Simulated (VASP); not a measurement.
## KMgF3: single point with PBE

The system is KMgF3.

```
K Mg F
1.0
     4.05386    0.00000    0.00000
     0.00000    4.05386    0.00000
     0.00000    0.00000    4.05386
K Mg F
1 1 3
Direct
  0.00000 0.00000 0.00000
  0.50000 0.50000 0.50000
  0.50000 0.50000 0.00000
  0.50000 0.00000 0.50000
  0.00000 0.50000 0.50000
```

```
Program             : VASP 6.6.1
Task                : single point
Functional          : PBE
Potentials or basis : VASP PAW PBE potentials, release 64 (K_sv, Mg, F)
Cutoff              : 520 eV
k mesh              : 6 × 6 × 6
Occupations         : fermi-dirac, width 0.02 eV
Spin                : no spin polarisation
```

```yaml
Pressure: -0.4 GPa
Band_gap_on_the_k_mesh: 6.93 eV (least direct gap 7.25 eV)
```

Levels at points of the mesh, in eV from the valence-band top:
```tsv
k point	band 12	band 13	band 14	band 15	band 16	band 17	band 18	band 19	band 20	band 21
(0.00, 0.00, 0.00)	-0.58	-0.58	-0.32	-0.32	-0.32	6.93	10.01	10.01	12.10	12.10
(0.50, 0.00, 0.00)	-0.80	-0.80	-0.80	-0.50	-0.50	9.80	9.94	10.99	12.57	12.57
(0.50, 0.50, 0.00)	-0.95	-0.95	-0.85	-0.85	-0.02	10.61	11.44	12.16	12.16	12.61
(0.50, 0.50, 0.50)	-1.08	-1.08	0.00	0.00	0.00	10.24	10.24	10.24	13.57	13.85
```

It took 30 s on 1 thread of Intel(R) Xeon(R) Platinum 8488C (Sapphire Rapids), on a shared host, peak memory 0.18 GiB.

A k mesh can miss the band edges.
